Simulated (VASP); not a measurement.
A run of VASP 6.6.1:

The input POSCAR:

```
Al
1.0
   -1.6121584934      1.6121584934      1.6121584934
    1.6121584934     -1.6121584934      1.6121584934
    1.6121584934      1.6121584934     -1.6121584934
Al
1
Direct
    0.0000000000      0.0000000000      0.0000000000
```

Contents of INCAR.step1:

```
ALGO = Normal ; EDIFF = 1E-4
ENCUT = 520 ; GGA = PE
ISMEAR = -1 ; LASPH = True
LCHARG = False ; LREAL = False
LWAVE = True ; NBANDS = 8
NELM = 60 ; PREC = Accurate
SIGMA = 0.1
```

Contents of INCAR.step2:

```
ALGO = Normal ; EDIFF = 1E-6
ENCUT = 520 ; ISIF = 2
ISMEAR = -1 ; ISTART = 1
LASPH = True ; LCHARG = True
LELF = True ; LMIXTAU = True
LREAL = False ; LVHAR = True
LWAVE = False ; METAGGA = R2SCAN
NBANDS = 8 ; NELM = 60
PREC = Accurate ; SIGMA = 0.1
```

File KPOINTS:

```
k-points
0
Gamma
  13 13 13
```

Potentials or basis: VASP PAW PBE potentials, release 64 (Al).

Command:

```console
$ cat potpaw_PBE.64/Al/POTCAR > POTCAR
$ cp INCAR.step1 INCAR
$ mpirun -np 1 vasp_std > vasp.out
$ cp INCAR.step2 INCAR
$ mpirun -np 1 vasp_std > vasp.out
```

Hardware: 1 thread of Intel(R) Xeon(R) Platinum 8259CL CPU @ 2.50GHz (Skylake/Cascade Lake) (shared host).

Question: Estimate the wall time of this run.

Answer: Run time: 43 s on 1 thread of Intel(R) Xeon(R) Platinum 8259CL CPU @ 2.50GHz (Skylake/Cascade Lake), with other jobs on the host, peak memory 0.14 GiB. Counts: k points 84.
